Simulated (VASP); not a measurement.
MgB2:

```
Mg B
1.0
     3.07141    0.00000    0.00000
    -1.53570    2.65992    0.00000
     0.00000    0.00000    3.50146
Mg B
1 2
Direct
  0.00000 0.00000 0.00000
  0.33333 0.66667 0.50000
  0.66667 0.33333 0.50000
```

Base run:

| Quantity | Value |
| --- | --- |
| Program | VASP 6.6.1 |
| Functional | PBE |
| Potentials or basis | VASP PAW PBE potentials, release 64 (Mg, B) |
| Cutoff | 520 eV |
| k mesh | 12 × 12 × 8 |
| Occupations | fermi-dirac, width 0.02 eV |
| Spin | no spin polarisation |

Its results: band gap on the k mesh zero (band 4 reaches 7.18 eV, above the bottom of band 5 at 3.33 eV); pressure 1.0 GPa.

Problem. The run is repeated on the same cell with these changes: functional from PBE to HSE06; k mesh from 12 × 12 × 8 to 6 × 6 × 6. What comes out?

Solution. Band gap on the k mesh zero (band 4 reaches 7.46 eV, above the bottom of band 5 at 2.99 eV); pressure -0.5 GPa.

Several settings changed at once, so the effect can't be laid on one alone.

Caveats: some runs use coarse meshes; the PAW data sets were made with another functional, which shifts forces and pressure a little (some runs).
